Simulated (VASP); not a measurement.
# MoW14 (a cell with a defect) in VASP: single point with PBE+D3(BJ)

Aim: the single point of MoW14 (a cell with a defect) with PBE+D3(BJ).

Everything below comes from runs of VASP 6.6.1. Logs are shortened: lines on timing, memory, paths and dates and some standing lists are left out, and cuts for length are marked.

## Step 1: The cell of the first run

The cell holds a defect, 15 atoms: a = 6.320 Å, b = 6.320 Å, c = 6.320 Å, α = 90.00°, β = 90.00°, γ = 90.00°.

## Step 2: Single point, PBE+D3(BJ)

INCAR reads:

```
SYSTEM = MoW14
ALGO     = Normal         ! electronic algorithm
EDIFF    = 1E-7           ! SCF threshold, eV
ENCUT    = 520            ! plane-wave cutoff, eV
GGA      = PE             ! functional
ISIF     = 2              ! what is computed and relaxed
ISMEAR   = -1             ! smearing method
IVDW     = 12             ! dispersion correction
LASPH    = .True.         ! aspherical terms in the spheres
LCHARG   = .False.        ! write CHGCAR
LREAL    = Auto         
LWAVE    = .False.        ! write WAVECAR
NBANDS   = 118            ! bands
NELM     = 80             ! most SCF steps
PREC     = Accurate       ! precision mode
SIGMA    = 0.15           ! smearing width, eV
```

KPOINTS reads:

```
k-points
0
Gamma
  3 3 3
  0 0 0
```

POSCAR reads:

```
MoW14
1.0
    6.3200000000      0.0000000000      0.0000000000
    0.0000000000      6.3200000000      0.0000000000
    0.0000000000      0.0000000000      6.3200000000
Mo W
1 14
Direct
    0.1321207278     -0.1335060127     -0.1336109177
    0.5075430380      0.0036213608      0.0034911392
   -0.0048691456      0.4911025316      0.0035018987
   -0.0048818038      0.0036648734      0.4910025316
    0.2460756329      0.2450905063      0.2449632911
    0.4947428797      0.5039778481     -0.0020922468
    0.4947636076     -0.0019484177      0.5038310127
    0.7482006329      0.2505694620      0.2504243671
    0.0006685127      0.5040324367      0.5038756329
    0.2518365506      0.7469281646      0.2563609177
    0.2518265823      0.2564617089      0.7467982595
    0.4980411392      0.5007443038      0.5006131329
    0.7537004747      0.7526615506      0.2449571203
    0.7536871835      0.2450681962      0.7525594937
    0.7421776899      0.7469634494      0.7468438291
```

Potentials or basis: VASP PAW PBE potentials, release 64 (Mo_sv, W_sv).

Command:

```
> cat potpaw_PBE.64/Mo_sv/POTCAR potpaw_PBE.64/W_sv/POTCAR > POTCAR
> mpirun -np 1 vasp_std > vasp.out
```

OUTCAR:

```text
SYSTEM = MoW14
   EDIFF = 1E-7
   ENCUT = 520
   GGA = PE
   ISIF = 2
   ISMEAR = -1
   IVDW = 12
   LASPH = .True.
   LREAL = Auto
   NELM = 80
   PREC = Accurate
 IVDW          = 12

 ion  position               nearest neighbor table
   1  0.132  0.866  0.866-   3 2.67   4 2.67   2 2.67  15 2.69  10 2.69  11 2.69   9 3.34   6 3.35
                             7 3.35  13 3.46  14 3.46   5 3.46
   2  0.508  0.004  0.003-   1 2.67   8 2.68  14 2.70  13 2.70   5 2.72  15 2.73  11 2.79  10 2.79
                             6 3.16   7 3.16   7 3.16   6 3.16
   3  0.995  0.491  0.004-   1 2.67   8 2.68   5 2.69  14 2.69  13 2.72  11 2.73  10 2.79  15 2.79
                             6 3.16   9 3.16   9 3.16   6 3.16
   4  0.995  0.004  0.491-   1 2.67   8 2.68   5 2.69  13 2.69  14 2.72  10 2.73  11 2.79  15 2.79
                             9 3.16   7 3.16   7 3.16   9 3.16
   5  0.246  0.245  0.245-   3 2.69   4 2.69   2 2.72   7 2.75   6 2.75  12 2.79   9 2.79   8 3.15
                            10 3.15  11 3.15  11 3.17  10 3.17   8 3.17   1 3.46
   6  0.495  0.504  0.998-  15 2.71  11 2.71  10 2.72   5 2.75  13 2.75   8 2.77  14 2.79  12 3.14
                             3 3.16   2 3.16   2 3.16   3 3.16  12 3.18   1 3.35
   7  0.495  0.998  0.504-  15 2.71  10 2.71  11 2.72   5 2.75  14 2.75   8 2.77  13 2.79  12 3.14
                             4 3.16   2 3.16   2 3.16   4 3.16  12 3.18   1 3.35
   8  0.748  0.251  0.250-   3 2.68   4 2.68   2 2.68  12 2.74   7 2.77   9 2.77   6 2.77  14 3.15
                             5 3.15  13 3.15  13 3.17   5 3.17  14 3.17
   9  0.001  0.504  0.504-  10 2.71  11 2.71  15 2.72  13 2.75  14 2.75   8 2.77   5 2.79  12 3.14
                             3 3.16   4 3.16   4 3.16   3 3.16  12 3.18   1 3.34
  10  0.252  0.747  0.256-   1 2.69  12 2.69   7 2.71   9 2.71   6 2.72   4 2.73   2 2.79   3 2.79
                            13 3.15   5 3.15   5 3.17  13 3.17
  11  0.252  0.256  0.747-   1 2.69  12 2.69   6 2.71   9 2.71   7 2.72   3 2.73   2 2.79   4 2.79
                            14 3.15   5 3.15   5 3.17  14 3.17
  12  0.498  0.501  0.501-  15 2.69  10 2.69  11 2.69   8 2.74  13 2.78  14 2.79   5 2.79   6 3.14
                             7 3.14   9 3.14   9 3.18   7 3.18   6 3.18
  13  0.754  0.753  0.245-   4 2.69   2 2.70   3 2.72   9 2.75   6 2.75  12 2.78   7 2.79   8 3.15
                            15 3.15  10 3.15  10 3.17  15 3.17   8 3.17   1 3.46
  14  0.754  0.245  0.753-   3 2.69   2 2.70   4 2.72   9 2.75   7 2.75  12 2.79   6 2.79   8 3.15
                            15 3.15  11 3.15  11 3.17  15 3.17   8 3.17   1 3.46
  15  0.742  0.747  0.747-   1 2.69  12 2.69   6 2.71   7 2.71   9 2.72   2 2.73   3 2.79   4 2.79
                            14 3.15  13 3.15  13 3.17  14 3.17

  LATTYP: Found a simple cubic cell.
 ALAT       =     6.3200000000

  Lattice vectors:

 A1 = (   6.3200000000,   0.0000000000,   0.0000000000)
 A2 = (   0.0000000000,   6.3200000000,   0.0000000000)
 A3 = (   0.0000000000,   0.0000000000,   6.3200000000)

Analysis of symmetry for initial positions (statically):
=====================================================================
 Subroutine PRICEL returns:
 Original cell was already a primitive cell.

 Routine SETGRP: Setting up the symmetry group for a
 simple cubic supercell.

 Subroutine GETGRP returns: Found  1 space group operations
 (whereof  1 operations were pure point group operations)
 out of a pool of 48 trial point group operations.

The static configuration has the point symmetry C_1 .

Analysis of symmetry for dynamics (positions and initial velocities):
=====================================================================
 Subroutine PRICEL returns:
 Original cell was already a primitive cell.

 Routine SETGRP: Setting up the symmetry group for a
 simple cubic supercell.

 Subroutine GETGRP returns: Found  1 space group operations
 (whereof  1 operations were pure point group operations)
 out of a pool of 48 trial point group operations.

The dynamic configuration has the point symmetry C_1 .

 Subroutine INISYM returns: Found  1 space group operations
 (whereof  1 operations are pure point group operations),
 and found     1 'primitive' translations

----------------------------------------------------------------------------------------

                                     Primitive cell

  volume of cell :     252.4360

  direct lattice vectors                    reciprocal lattice vectors
     6.320000000  0.000000000  0.000000000     0.158227848  0.000000000  0.000000000
[... 70 lines left out ...]
  0.333333  0.000000  0.000000      2.000000
  0.000000  0.333333  0.000000      2.000000
  0.000000  0.000000  0.333333      2.000000
  0.333333  0.333333  0.000000      2.000000
  0.000000  0.333333  0.333333      2.000000
  0.333333  0.000000  0.333333      2.000000
 -0.333333  0.333333  0.000000      2.000000
 -0.333333  0.000000  0.333333      2.000000
  0.000000 -0.333333  0.333333      2.000000
  0.333333  0.333333  0.333333      2.000000
 -0.333333  0.333333  0.333333      2.000000
 -0.333333 -0.333333  0.333333      2.000000
  0.333333 -0.333333  0.333333      2.000000
   k-points           NKPTS =     14   k-points in BZ     NKDIM =     14   number of bands    NBANDS=    118
   number of dos      NEDOS =    301   number of ions     NIONS =     15
   total plane-waves  NPLWV = 110592
   dimension x,y,z NGX =    48 NGY =   48 NGZ =   48
   dimension x,y,z NGXF=    96 NGYF=   96 NGZF=   96
   ions per type =               1  14
   NGX,Y,Z   is equivalent  to a cutoff of  12.63, 12.63, 12.63 a.u.
   NGXF,Y,Z  is equivalent  to a cutoff of  25.25, 25.25, 25.25 a.u.
 SYSTEM =  MoW14
   PREC   = accura    normal or accurate (medium, high low for compatibility)
   ISTART =      0    job   : 0-new  1-cont  2-samecut
   ICHARG =      2    charge: 1-file 2-atom 10-const
   ISPIN  =      1    spin polarized calculation?
   LNONCOLLINEAR =      F non collinear calculations
   LSORBIT =      F    spin-orbit coupling
   LASPH  =      T    aspherical Exc in radial PAW
   ENCUT  =  520.0 eV  38.22 Ry    6.18 a.u.  11.75 11.75 11.75*2*pi/ulx,y,z
   NELM   =     80;   NELMIN=  2; NELMDL= -5     # of ELM steps
   EDIFF  = 0.1E-06   stopping-criterion for ELM
   LREAL  =      T    real-space projection
   EDIFFG = 0.1E-05   stopping-criterion for IOM
   NSW    =      0    number of steps for IOM
   IBRION =     -1    ionic relax: 0-MD 1-quasi-New 2-CG
   NFREE  =      0    steps in history (QN), initial steepest desc. (CG)
   ISIF   =      2    stress and relaxation
   ISYM   =      2    0-nonsym 1-usesym 2-fastsym
   POTIM  = 0.5000    time-step for ionic-motion
   TEBEG  =    0.0;   TEEND  =   0.0 temperature during run
   PSTRESS=    0.0 pullay stress
   NELECT =     210.0000    total number of electrons
   NUPDOWN=      -1.0000    fix difference up-down
   EMIN   =  10.00;   EMAX   =-10.00  energy-range for DOS
   EFERMI =   0.00;   METHOD = LEGACY
   ISMEAR =    -1;   SIGMA  =   0.15  broadening in eV -4-tet -1-fermi 0-gaus
   EFERMI_NEDOS =   21; number of points for ismear=-14 and -15
   IALGO  =     38    algorithm
   IMIX   =      4    mixing-type and parameters
     AMIX     =   0.40;   BMIX     =  1.00
     AMIX_MAG =   1.60;   BMIX_MAG =  1.00
  volume/ion in A,a.u.               =      16.83       113.57
  Fermi-wavevector in a.u.,A,eV,Ry     =   1.539681  2.909576 32.254225  2.370619
  Thomas-Fermi vector in A             =   2.645875
   LORBIT       =      0    0 simple, 1 ext, 2 COOP (PROOUT), +10 PAW based schemes
   GGA     = PE    functional components
   LHFCALC =     F    Hartree Fock is set to
   AEXX    =    0.0000 exact exchange contribution
   IVDW    =    12    specifies the selected vdW correction
   LEPSILON=     F    determine dielectric tensor
   LRPA    =     F    only Hartree local field effects (RPA)
 non-spin polarized calculation
  energy-cutoff  :      520.00
  volume of cell :      252.44
 maximum number of plane-waves:      6859
   NGX = 23   NGY = 23   NGZ = 23

 number of electron     210.0000011 magnetization

 Free energy of the ion-electron system (eV)
  ---------------------------------------------------
  ext. energy  EPLUGINS =         0.00000000
  ---------------------------------------------------
  free energy    TOTEN  =      -187.92980139 eV

  energy without entropy =     -187.22902889  energy(sigma->0) =     -187.57941514

 E-fermi :  10.3286     XC(G=0): -13.2078

 val. band max:       10.3116527063   @ k =   0.0000   0.0000   0.0000
 cond. band min:      10.3522872039   @ k =  -0.3333   0.3333   0.0000
 fundamental gap:      0.0406344976
 Fermi energy:        10.3286260561

 k-point     1 :       0.0000    0.0000    0.0000
  band No.  band energies     occupation
      1     -63.5559      2.00000
      2     -63.4948      2.00000
      3     -63.4947      2.00000
      4     -63.4884      2.00000
      5     -63.4882      2.00000
      6     -63.4618      2.00000
[... 1669 lines left out ...]
    116      12.2787      0.00000
    117      12.5759      0.00000
 [bands above 117 left out]

------------------------ aborting loop because EDIFF is reached ----------------------------------------

 Edisp (eV)   -9.82489

 E8    (eV) :    -5.0101

  FORCE on cell =-STRESS in cart. coord.  units (eV):
  Direction    XX          YY          ZZ          XY          YZ          ZX
  --------------------------------------------------------------------------------------
  -------------------------------------------------------------------------------------
  Total      -9.11676    -9.12009    -9.12109     2.68155    -2.68382     2.67996
  in kB     -57.86285   -57.88398   -57.89035    17.01944   -17.03383    17.00932
  external pressure =      -57.88 kB  Pullay stress =        0.00 kB

 VOLUME and BASIS-vectors are now :
 -----------------------------------------------------------------------------
  energy-cutoff  :      520.00
  volume of cell :      252.44
      direct lattice vectors                 reciprocal lattice vectors
     6.320000000  0.000000000  0.000000000     0.158227848  0.000000000  0.000000000
     0.000000000  6.320000000  0.000000000     0.000000000  0.158227848  0.000000000
     0.000000000  0.000000000  6.320000000     0.000000000  0.000000000  0.158227848

 POSITION                                       TOTAL-FORCE (eV/Angst)
 -----------------------------------------------------------------------------------
      0.83500      5.47624      5.47558        -0.084122      0.091634      0.090627
      3.20767      0.02289      0.02206        -0.002489     -0.016719     -0.015609
      6.28923      3.10377      0.02213         0.015041      0.006521     -0.016739
      6.28915      0.02316      3.10314         0.016307     -0.019710      0.004519
      1.55520      1.54897      1.54817         0.008489     -0.008599     -0.008350
      3.12677      3.18514      6.30678        -0.005124      0.005571     -0.004780
      3.12691      6.30769      3.18421        -0.006471     -0.005754      0.006855
      4.72863      1.58360      1.58268         0.014505     -0.016905     -0.015439
      0.00423      3.18548      3.18449         0.010015      0.002983      0.005464
      1.59161      4.72059      1.62020         0.007264     -0.009237     -0.001468
      1.59154      1.62084      4.71977         0.007786     -0.000059     -0.009875
      3.14762      3.16470      3.16387        -0.000222     -0.002300     -0.002274
      4.76339      4.75682      1.54813         0.006362     -0.006504     -0.009850
      4.76330      1.54883      4.75618         0.006509     -0.007849     -0.009327
      4.69056      4.72081      4.72005         0.006150     -0.013072     -0.013753
 -----------------------------------------------------------------------------------
    total drift:                                0.008473     -0.003534     -0.003968

  FREE ENERGIE OF THE ION-ELECTRON SYSTEM (eV)
  ---------------------------------------------------
  free  energy   TOTEN  =      -197.7546932927 eV

  energy  without entropy=     -197.0539207931  energy(sigma->0) =     -197.40430704
```

Run time: 31 min. Hardware: 1 thread of Intel Xeon 8259CL, shared host; peak memory 0.48 GiB.

Results:

```yaml
Free_energy: -197.7547 eV
Pressure: -5.8 GPa
Largest_force: 0.154 eV/Å
Band_gap_on_the_k_mesh: zero (bands 105 and 106 overlap by 0.08 eV)
Dispersion_energy_per_atom: -0.655 eV
```

Forces on the atoms (eV/Å):
```
Mo  -0.084  0.092  0.091
W   -0.002 -0.017 -0.016
W    0.015  0.007 -0.017
W    0.016 -0.020  0.005
W    0.008 -0.009 -0.008
W   -0.005  0.006 -0.005
W   -0.006 -0.006  0.007
W    0.015 -0.017 -0.015
W    0.010  0.003  0.005
W    0.007 -0.009 -0.001
W    0.008  0.000 -0.010
W    0.000 -0.002 -0.002
W    0.006 -0.007 -0.010
W    0.007 -0.008 -0.009
W    0.006 -0.013 -0.014
```

Stress tensor (GPa, compression positive):
```
-5.79  1.70  1.70
 1.70 -5.79 -1.70
 1.70 -1.70 -5.79
```

Caveat: spin-orbit coupling is left out, which moves the levels of the heavy elements.
